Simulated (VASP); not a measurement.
P, 4 atoms in the cell. It takes space group Cmce (No. 64, orthorhombic). The conventional cell has a = 3.454 Å, b = 17.830 Å, c = 4.987 Å, α = 90.00°, β = 90.00°, γ = 90.00°. P (site symmetry m) has 3 P at 2.31 to 2.37 Å within 3.1 Å. 

| Property | Result |
| --- | --- |
| Program | VASP 6.6.1 |
| Task | single point |
| Functional | BLYP |
| Potentials or basis | VASP PAW PBE potentials, release 64 (P) |
| Cutoff | 520 eV |
| k mesh | 9 × 9 × 6 |
| Occupations | fermi-dirac, width 0.05 eV |
| Spin | no spin polarisation |
| Dipole correction | no |
| Further INCAR settings | ALGO = Normal; EDIFF = 1e-06; NBANDS = 18 |

Potentials or basis: VASP PAW PBE potentials, release 64 (P).

Launch:

```bash
$ cat potpaw_PBE.64/P/POTCAR > POTCAR
$ mpirun -np 1 vasp_std > vasp.out
```

Hardware: 1 thread of Intel(R) Xeon(R) Platinum 8488C (Sapphire Rapids), with other jobs on the host.

**Question.** Estimate the wall time of this run.

**Answer.** Run time: 7 min on 1 thread of Intel(R) Xeon(R) Platinum 8488C (Sapphire Rapids), on a shared host, peak memory 0.52 GiB. Counts: scf iterations 12, k points 100.
